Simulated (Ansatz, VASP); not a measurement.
# One calculation of Ir, two programs

File INCAR:

```
  PREC = Accurate
  ENCUT = 520
  EDIFF = 1E-7
  ISMEAR = -1
  SIGMA = 0.1
  LREAL = F
  LASPH = T
  NELM = 80
  ALGO = Normal
  ISIF = 2
  LWAVE = F
  LCHARG = F
  NBANDS = 10
```

File KPOINTS:

```
Automatic mesh
0
Gamma
  14 14 14
```

Contents of POSCAR:

```
Ir
1.0
    0.0000000000      1.9060927672      1.9060927672
    1.9060927672      0.0000000000      1.9060927672
    1.9060927672      1.9060927672      0.0000000000
Ir
1
Direct
    0.0000000000      0.0000000000      0.0000000000
```

Input for Ansatz:

```yaml
crystal:
  lattice:
    - [0.0, 1.9060927672, 1.9060927672]
    - [1.9060927672, 0.0, 1.9060927672]
    - [1.9060927672, 1.9060927672, 0.0]
  atoms:
    - { symbol: Ir, position: [0.0, 0.0, 0.0] }
hamiltonian:
  xc: lda
  pseudopotentials:
    kind: paw
    azcp:
      Ir: "pseudopotentials/Ir.paw.azcp"
basis:
  ecutwfc: 800
  fft_grid_basis: typed
kpoints:
  mp_grid: { grid: [14, 14, 14], shift: [0, 0, 0] }
magnetization:
  spin_polarized: false
scf:
  occupations: { method: fermi_dirac, width: 0.1 }
  lower_state_search: "off"
output:
  stress: true
```

Alike in both runs: task single point; functional LDA; k mesh 14 × 14 × 14; occupations fermi-dirac, width 0.1 eV; no spin polarisation.

|  | VASP | Ansatz |
| --- | --- | --- |
| version | VASP 6.6.1 | Ansatz 0.2.0 |
| potentials or method | VASP PAW LDA potentials, release 64 (Ir), cutoff 520 eV | plane waves (800 eV) with PAW, scalar-relativistic |
| valence electrons in the cell | 9 | 17 |

|  | VASP | Ansatz | Ansatz less VASP |
| --- | --- | --- | --- |
| pressure (GPa) | 2.6 | 0.0 | -2.63 |

Ansatz warns that its potentials were made for another functional, while VASP's fit it. LDA's correlation is that of Perdew and Zunger in VASP and of Perdew and Wang (1992) in Ansatz. VASP's potentials hold 9 valence electrons a cell and Ansatz's 17, so a difference there can come from the potentials and not from the codes.

Neither program's run includes spin-orbit coupling.
